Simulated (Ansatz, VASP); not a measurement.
## CuB5 in VASP and in Ansatz

```xyz
6
Lattice="3.3096 0.0000 0.0000 -1.6548 2.8662 0.0000 0.0000 0.0000 6.3433" Properties=species:S:1:pos:R:3 pbc="T T T"
Cu    0.0000    0.0000    3.1717
B     1.6548    0.0000    0.0000
B    -0.8274    1.4331    0.0000
B     0.8274    1.4331    0.0000
B     0.0000    0.0000    5.1613
B     0.0000    0.0000    1.1820
```

Alike in both runs: functional PBE; k mesh 12 × 12 × 6; occupations gaussian, width 0.1 eV; no spin polarisation.

Ansatz relaxed the structure, and its values are those at the end. VASP's run is a single point on that final structure, the one shown.

|  | VASP | Ansatz |
| --- | --- | --- |
| version | VASP 6.6.1 | Ansatz 0.2.0 |
| potentials or method | VASP PAW PBE potentials, release 64 (Cu, B), cutoff 520 eV | scalar-relativistic, plane waves, PAW |
| valence electrons in the cell | 26 | 34 |

|  | VASP | Ansatz | Ansatz less VASP |
| --- | --- | --- | --- |
| gap on the k mesh at the Fermi level (eV) | none | none | - |
| pressure (GPa) | 0.1 | 0.0 | -0.11 |
| rms of the force components (eV/Å) | 0.014 | 0.000 | -0.0134 |

A gap of «none» marks a metal or a gap that the smearing closes. VASP's potentials hold 26 valence electrons a cell and Ansatz's 34, so a difference there can come from the potentials and not from the codes.
